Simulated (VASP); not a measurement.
# LiH (rocksalt type) (I4/mmm) in VASP: notebook

The runs below take LiH (rocksalt type) through electric field gradients, with PBE.

Program: VASP 6.6.1. These are calculated values, not measurements. Logs are shortened: lines on timing, memory, paths and dates and some standing lists are left out, and cuts for length are marked.

**1. The cell of the first run**

It takes space group I4/mmm (No. 139, tetragonal). The conventional cell has a = 2.877 Å, b = 2.877 Å, c = 3.887 Å, α = 90.00°, β = 90.00°, γ = 90.00°. Li (site symmetry 4/mmm) has 6 H at 1.94 to 2.03 Å within 2.6 Å. Within 2.6 Å of H (site symmetry 4/mmm) lie 6 Li at 1.94 to 2.03 Å.

**2. Electric field gradients, PBE (z stretched by -3 % at fixed volume)**

INCAR

```
PREC = Accurate ; ENCUT = 520
EDIFF = 1E-8 ; ISMEAR = -1
SIGMA = 0.08 ; LREAL = False
LASPH = True ; NELM = 60
ALGO = Normal ; ISIF = 2
LWAVE = False ; LCHARG = False
GGA = PE ; LEFG = True
NBANDS = 9
```

KPOINTS

```
regular mesh
0
Gamma
  14 14 14
```

POSCAR

```
LiH
1.0
    0.0000000000      2.0342384107      1.9433877097
    2.0342384107      0.0000000000      1.9433877097
    2.0342384107      2.0342384107      0.0000000000
Li H
1 1
Direct
    0.0000000000      0.0000000000      0.0000000000
    0.5000000000      0.5000000000      0.5000000000
```

Potentials or basis: VASP PAW PBE potentials, release 64 (Li_sv, H).

On the command line:

```console
$ cat potpaw_PBE.64/Li_sv/POTCAR potpaw_PBE.64/H/POTCAR > POTCAR
$ mpirun -np 1 vasp_std > vasp.out
```

OUTCAR:

```text
PREC = Accurate
   ENCUT = 520
   EDIFF = 1E-8
   ISMEAR = -1
   LREAL = False
   LASPH = True
   NELM = 60
   ISIF = 2
   GGA = PE

 ion  position               nearest neighbor table
   1  0.000  0.000  0.000-
   2  0.500  0.500  0.500-

  LATTYP: Found a body centered tetragonal cell.
 ALAT       =     2.8768475495
 C/A-ratio  =     1.3510536629

  Lattice vectors:

 A1 = (   0.0000000000,  -2.0342384107,  -1.9433877097)
 A2 = (   0.0000000000,   2.0342384107,  -1.9433877097)
 A3 = (   2.0342384107,   0.0000000000,   1.9433877097)

Analysis of symmetry for initial positions (statically):
=====================================================================
 Subroutine PRICEL returns:
 Original cell was already a primitive cell.

 Routine SETGRP: Setting up the symmetry group for a
 body centered tetragonal supercell.

 Subroutine GETGRP returns: Found 16 space group operations
 (whereof 16 operations were pure point group operations)
 out of a pool of 16 trial point group operations.

The static configuration has the point symmetry D_4h.

Analysis of symmetry for dynamics (positions and initial velocities):
=====================================================================
 Subroutine PRICEL returns:
 Original cell was already a primitive cell.

 Routine SETGRP: Setting up the symmetry group for a
 body centered tetragonal supercell.

 Subroutine GETGRP returns: Found 16 space group operations
 (whereof 16 operations were pure point group operations)
 out of a pool of 16 trial point group operations.

The dynamic configuration has the point symmetry D_4h.

 Subroutine INISYM returns: Found 16 space group operations
 (whereof 16 operations are pure point group operations),
 and found     1 'primitive' translations

----------------------------------------------------------------------------------------

                                     Primitive cell

  volume of cell :      16.0840

  direct lattice vectors                    reciprocal lattice vectors
     0.000000000  2.034238411  1.943387710    -0.245792232  0.245792232  0.257282681
     2.034238411  0.000000000  1.943387710     0.245792232 -0.245792232  0.257282681
     2.034238411  2.034238411  0.000000000     0.245792232  0.245792232 -0.257282681

  length of vectors
     2.813339955  2.813339955  2.876847550     0.432460427  0.432460427  0.432460427

  position of ions in fractional coordinates (direct lattice)
     0.000000000  0.000000000  0.000000000
     0.500000000  0.500000000  0.500000000

  ion indices of the primitive-cell ions
   primitive index   ion index
                 1           1
                 2           2

----------------------------------------------------------------------------------------

 KPOINTS: regular mesh

Automatic generation of k-mesh.
 Grid dimensions read from file:
 generate k-points for:   14   14   14

 Generating k-lattice:

  Cartesian coordinates                     Fractional coordinates (reciprocal lattice)
    -0.017556588  0.017556588  0.018377334     0.071428571  0.000000000  0.000000000
     0.017556588 -0.017556588  0.018377334     0.000000000  0.071428571  0.000000000
     0.017556588  0.017556588 -0.018377334     0.000000000  0.000000000  0.071428571

  Length of vectors
     0.030890030  0.030890030  0.030890030

  Shift w.r.t. Gamma in fractional coordinates (k-lattice)
     0.000000000  0.000000000  0.000000000

 Subroutine IBZKPT returns following result:
 ===========================================

 Found    244 irreducible k-points:

 Following reciprocal coordinates:
            Coordinates               Weight
  0.000000  0.000000  0.000000      1.000000
  0.071429  0.000000  0.000000      8.000000
  0.142857 -0.000000  0.000000      8.000000
  0.214286 -0.000000  0.000000      8.000000
  0.285714 -0.000000  0.000000      8.000000
  0.357143  0.000000  0.000000      8.000000
[... 16 lines left out ...]
  0.214286  0.142857  0.000000      8.000000
  0.285714  0.142857  0.000000      8.000000
 [... further k-points ...]
   k-points           NKPTS =    244   k-points in BZ     NKDIM =    244   number of bands    NBANDS=      9
   number of dos      NEDOS =    301   number of ions     NIONS =      2
   total plane-waves  NPLWV =  13824
   dimension x,y,z NGX =    24 NGY =   24 NGZ =   24
   dimension x,y,z NGXF=    48 NGYF=   48 NGZF=   48
   ions per type =               1   1
   NGX,Y,Z   is equivalent  to a cutoff of  14.18, 14.18, 13.87 a.u.
   NGXF,Y,Z  is equivalent  to a cutoff of  28.36, 28.36, 27.74 a.u.
 SYSTEM =  unknown system
   PREC   = accura    normal or accurate (medium, high low for compatibility)
   ISTART =      0    job   : 0-new  1-cont  2-samecut
   ICHARG =      2    charge: 1-file 2-atom 10-const
   ISPIN  =      1    spin polarized calculation?
   LNONCOLLINEAR =      F non collinear calculations
   LSORBIT =      F    spin-orbit coupling
   LASPH  =      T    aspherical Exc in radial PAW
   ENCUT  =  520.0 eV  38.22 Ry    6.18 a.u.   5.23  5.23  5.35*2*pi/ulx,y,z
   NELM   =     60;   NELMIN=  2; NELMDL= -5     # of ELM steps
   EDIFF  = 0.1E-07   stopping-criterion for ELM
   LREAL  =      F    real-space projection
   EDIFFG = 0.1E-06   stopping-criterion for IOM
   NSW    =      0    number of steps for IOM
   IBRION =     -1    ionic relax: 0-MD 1-quasi-New 2-CG
   NFREE  =      0    steps in history (QN), initial steepest desc. (CG)
   ISIF   =      2    stress and relaxation
   ISYM   =      2    0-nonsym 1-usesym 2-fastsym
   POTIM  = 0.5000    time-step for ionic-motion
   TEBEG  =    0.0;   TEEND  =   0.0 temperature during run
   PSTRESS=    0.0 pullay stress
   NELECT =       4.0000    total number of electrons
   NUPDOWN=      -1.0000    fix difference up-down
   EMIN   =  10.00;   EMAX   =-10.00  energy-range for DOS
   EFERMI =   0.00;   METHOD = LEGACY
   ISMEAR =    -1;   SIGMA  =   0.08  broadening in eV -4-tet -1-fermi 0-gaus
   EFERMI_NEDOS =   21; number of points for ismear=-14 and -15
   IALGO  =     38    algorithm
   IMIX   =      4    mixing-type and parameters
     AMIX     =   0.40;   BMIX     =  1.00
     AMIX_MAG =   1.60;   BMIX_MAG =  1.00
  volume/ion in A,a.u.               =       8.04        54.27
  Fermi-wavevector in a.u.,A,eV,Ry     =   1.029510  1.945491 14.420682  1.059890
  Thomas-Fermi vector in A             =   2.163561
   LORBIT       =      0    0 simple, 1 ext, 2 COOP (PROOUT), +10 PAW based schemes
   GGA     = PE    functional components
   LHFCALC =     F    Hartree Fock is set to
   AEXX    =    0.0000 exact exchange contribution
   IVDW    =     0    specifies the selected vdW correction
   LEPSILON=     F    determine dielectric tensor
   LRPA    =     F    only Hartree local field effects (RPA)
 non-spin polarized calculation
  energy-cutoff  :      520.00
  volume of cell :       16.08
 maximum number of plane-waves:       447
 NGX is ok and might be reduce to    24
   NGX = 11   NGY = 11   NGZ = 11

 number of electron       3.9999994 magnetization

 Free energy of the ion-electron system (eV)
  ---------------------------------------------------
  ext. energy  EPLUGINS =         0.00000000
  ---------------------------------------------------
  free energy    TOTEN  =        -6.12203005 eV

  energy without entropy =       -6.12203005  energy(sigma->0) =       -6.12203005

 E-fermi :   1.6054     XC(G=0):  -8.5128

 val. band max:        0.3232006907   @ k =   0.5000   0.5000   0.0000
 cond. band min:       2.8739229288   @ k =   0.5000   0.0000   0.5000
 fundamental gap:      2.5507222381
 Fermi energy:         1.6054247615

 k-point     1 :       0.0000    0.0000    0.0000
  band No.  band energies     occupation
      1     -44.1908      2.00000
      2      -5.3383      2.00000
      3      16.1542      0.00000
      4      17.7500      0.00000
      5      18.1494      0.00000
      6      18.1494      0.00000
      7      22.6610      0.00000
      8      22.6610      0.00000
      9      22.9153      0.00000

 k-point     2 :       0.0714    0.0000    0.0000
  band No.  band energies     occupation
      1     -44.1885      2.00000
      2      -5.2479      2.00000
      3      15.3971      0.00000
      4      17.3721      0.00000
      5      17.7464      0.00000
      6      17.8748      0.00000
      7      22.1748      0.00000
      8      23.1560      0.00000
      9      23.2446      0.00000
[... 253 lines left out ...]
 k-point    24 :       0.2857    0.1429    0.0000
  band No.  band energies     occupation
      1     -44.1617      2.00000
      2      -3.9822      2.00000
      3      10.1949      0.00000
      4      13.4333      0.00000
      5      13.8749      0.00000
      6      18.1702      0.00000
      7      19.7736      0.00000
      8      24.0217      0.00000
      9      25.4499      0.00000

 [... further k-points ...]
[... 5 lines left out ...]
  --------------------------------------------------------------------------------------
  -------------------------------------------------------------------------------------
  Total       -0.1226307     -0.1226307      0.2118622      0.0000000     -0.0000000     -0.0000000
  in kB      -12.2156495    -12.2156495     21.1042974      0.0000000     -0.0000000     -0.0000000
  external PRESSURE =      -1.1090005 kB  Pullay stress =       0.0000000 kB

 VOLUME and BASIS-vectors are now :
 -----------------------------------------------------------------------------
  energy-cutoff  :      520.00
  volume of cell :       16.08
      direct lattice vectors                 reciprocal lattice vectors
     0.000000000  2.034238411  1.943387710    -0.245792232  0.245792232  0.257282681
     2.034238411  0.000000000  1.943387710     0.245792232 -0.245792232  0.257282681
     2.034238411  2.034238411  0.000000000     0.245792232  0.245792232 -0.257282681

 POSITION                                       TOTAL-FORCE (eV/Angst)
 -----------------------------------------------------------------------------------
      0.00000      0.00000      0.00000         0.000000      0.000000      0.000000
      2.03424      2.03424      1.94339         0.000000     -0.000000     -0.000000
 -----------------------------------------------------------------------------------
    total drift:                                0.000000     -0.000000     -0.000000

  FREE ENERGIE OF THE ION-ELECTRON SYSTEM (eV)
  ---------------------------------------------------
  free  energy   TOTEN  =        -6.1220300497 eV

  energy  without entropy=       -6.1220300488  energy(sigma->0) =       -6.12203005

 Electric field gradients (V/A^2)
---------------------------------------------------------------------
 ion       V_xx      V_yy      V_zz      V_xy      V_xz      V_yz
---------------------------------------------------------------------
   1       0.150     0.150    -0.301    -0.000    -0.001    -0.001
   2      -0.390    -0.390     0.781     0.000     0.001     0.001
---------------------------------------------------------------------

 Electric field gradients after diagonalization (V/A^2)
 (convention: |V_zz| > |V_xx| > |V_yy|)
----------------------------------------------------------------------
 ion       V_xx      V_yy      V_zz     asymmetry (V_yy - V_xx)/ V_zz
----------------------------------------------------------------------
   1       0.151     0.150    -0.301       0.002
   2      -0.391    -0.390     0.781       0.001
----------------------------------------------------------------------

           NMR quadrupolar parameters

 Cq : quadrupolar parameter    Cq=e*Q*V_zz/h
 eta: asymmetry parameters     (V_yy - V_xx)/ V_zz
 Q  : nuclear electric quadrupole moment in mb (millibarn)
----------------------------------------------------------------------
 ion       Cq(MHz)       eta       Q (mb)
----------------------------------------------------------------------
   1      -0.001       0.002       1.000
   2       0.002       0.001       1.000
----------------------------------------------------------------------
```

Wall time 51 s (1 thread of Intel Xeon 8259CL, shared host); peak memory 0.15 GiB.

Results:

```yaml
Free_energy: -6.1220 eV
Band_gap_on_the_k_mesh: 2.55 eV, indirect (least direct gap 2.89 eV)
```

Levels at points of the mesh, in eV from the valence-band top:
```tsv
k point	band 1	band 2	band 3	band 4	band 5	band 6
(0.00, 0.00, 0.00)	-44.51	-5.66	15.83	17.43	17.83	17.83
(0.50, 0.00, 0.00)	-44.47	-2.86	4.71	13.33	15.85	16.89
(0.50, 0.50, 0.00)	-44.45	0.00	3.18	10.11	10.11	13.29
(0.50, 0.00, 0.50)	-44.46	-0.34	2.55	10.66	11.06	14.02
```

Electric field gradients, principal values (V/Å²):
```
atom   least  middle  greatest (by size)
1 Li   0.150   0.151              -0.301
 2 H  -0.390  -0.391               0.781
```

Caveat: the cutoff is under 1.25 times the usual one of these potentials, so pressure, stress and relaxed cells hold a basis-set (Pulay) error; without QUAD_EFG the Cq values of the log hold for a quadrupole moment of 1 mb, not for the nuclei.

**3. Electric field gradients, PBE (z stretched by -3 % at fixed volume)**

INCAR

```
SYSTEM = LiH
ALGO     = Normal         ! electronic algorithm
EDIFF    = 1E-8           ! SCF threshold, eV
ENCUT    = 520            ! plane-wave cutoff, eV
GGA      = PE             ! functional
ISIF     = 2              ! what is computed and relaxed
ISMEAR   = -1             ! smearing method
LASPH    = .True.         ! aspherical terms in the spheres
LCHARG   = .False.        ! write CHGCAR
LEFG     = .True.       
LREAL    = .False.        ! projectors in reciprocal space
LWAVE    = .False.        ! write WAVECAR
NBANDS   = 9              ! bands
NELM     = 60             ! most SCF steps
PREC     = Accurate       ! precision mode
SIGMA    = 0.08           ! smearing width, eV
```

KPOINTS

```
k-points
0
Gamma
  14 14 14
  0 0 0
```

POSCAR is that of step 2.

Potentials or basis: VASP PAW PBE potentials, release 64 (Li_sv, H).

On the command line:

```console
$ cat potpaw_PBE.64/Li_sv/POTCAR potpaw_PBE.64/H/POTCAR > POTCAR
$ mpirun -np 1 vasp_std > vasp.out
```

OUTCAR:

```text
SYSTEM = LiH
   EDIFF = 1E-8
   ENCUT = 520
   GGA = PE
   ISIF = 2
   ISMEAR = -1
   LASPH = .True.
   LREAL = .False.
   NELM = 60
   PREC = Accurate

 ion  position               nearest neighbor table
   1  0.000  0.000  0.000-
   2  0.500  0.500  0.500-

  LATTYP: Found a body centered tetragonal cell.
 ALAT       =     2.8768475495
 C/A-ratio  =     1.3510536629

  Lattice vectors:

 A1 = (   0.0000000000,  -2.0342384107,  -1.9433877097)
[... 499 lines left out ...]

  FREE ENERGIE OF THE ION-ELECTRON SYSTEM (eV)
  ---------------------------------------------------
  free  energy   TOTEN  =        -6.1220300497 eV

  energy  without entropy=       -6.1220300488  energy(sigma->0) =       -6.12203005

 Electric field gradients (V/A^2)
---------------------------------------------------------------------
 ion       V_xx      V_yy      V_zz      V_xy      V_xz      V_yz
---------------------------------------------------------------------
   1       0.150     0.150    -0.301    -0.000    -0.001    -0.001
   2      -0.390    -0.390     0.781     0.000     0.001     0.001
---------------------------------------------------------------------

 Electric field gradients after diagonalization (V/A^2)
 (convention: |V_zz| > |V_xx| > |V_yy|)
----------------------------------------------------------------------
 ion       V_xx      V_yy      V_zz     asymmetry (V_yy - V_xx)/ V_zz
----------------------------------------------------------------------
   1       0.151     0.150    -0.301       0.002
   2      -0.391    -0.390     0.781       0.001
----------------------------------------------------------------------

           NMR quadrupolar parameters

 Cq : quadrupolar parameter    Cq=e*Q*V_zz/h
 eta: asymmetry parameters     (V_yy - V_xx)/ V_zz
 Q  : nuclear electric quadrupole moment in mb (millibarn)
----------------------------------------------------------------------
 ion       Cq(MHz)       eta       Q (mb)
----------------------------------------------------------------------
   1      -0.001       0.002       1.000
   2       0.002       0.001       1.000
----------------------------------------------------------------------
```

OSZICAR:

```text
N       E                     dE             d eps       ncg     rms          rms(c)
DAV:   1    -0.155955784901E+01   -0.15596E+01   -0.14027E+03  4440   0.404E+02
DAV:   2    -0.630352211922E+01   -0.47440E+01   -0.46820E+01  6195   0.560E+01
DAV:   3    -0.636605087779E+01   -0.62529E-01   -0.62504E-01  5412   0.535E+00
DAV:   4    -0.636629941144E+01   -0.24853E-03   -0.24851E-03  6093   0.304E-01
DAV:   5    -0.636630062145E+01   -0.12100E-05   -0.12100E-05  5347   0.147E-02    0.288E+00
DAV:   6    -0.618200799031E+01    0.18429E+00   -0.14977E-01  4892   0.120E+00    0.145E+00
DAV:   7    -0.612029188578E+01    0.61716E-01   -0.19351E-01  5198   0.154E+00    0.222E-01
DAV:   8    -0.612211018805E+01   -0.18183E-02   -0.43690E-03  5307   0.428E-01    0.436E-02
DAV:   9    -0.612203814747E+01    0.72041E-04   -0.15886E-04  5751   0.487E-02    0.652E-03
DAV:  10    -0.612203132916E+01    0.68183E-05   -0.64555E-06  5177   0.181E-02    0.243E-03
DAV:  11    -0.612203053698E+01    0.79218E-06   -0.19711E-07  6318   0.192E-03    0.470E-04
DAV:  12    -0.612203001019E+01    0.52678E-06   -0.66724E-09  4993   0.608E-04    0.332E-04
DAV:  13    -0.612203002591E+01   -0.15711E-07   -0.61188E-09  2913   0.355E-04    0.262E-05
DAV:  14    -0.612203005125E+01   -0.25342E-07   -0.29632E-10  2545   0.132E-04    0.195E-05
DAV:  15    -0.612203004966E+01    0.15886E-08   -0.26450E-11  2474   0.420E-05
   1 F= -.61220300E+01 E0= -.61220300E+01  d E =-.891710E-09
```

Wall time 49 s (1 thread of Intel Xeon 8259CL, shared host); peak memory 0.16 GiB.

What came out:

* Free energy: -6.1220 eV
* Band gap on the k mesh: 2.55 eV, indirect (least direct gap 2.89 eV)

Electric field gradients, principal values (V/Å²):
```
atom   least  middle  greatest (by size)
1 Li   0.150   0.151              -0.301
 2 H  -0.390  -0.391               0.781
```

Caveat: the cutoff is under 1.25 times the usual one of these potentials, so pressure, stress and relaxed cells hold a basis-set (Pulay) error; without QUAD_EFG the Cq values of the log hold for a quadrupole moment of 1 mb, not for the nuclei.
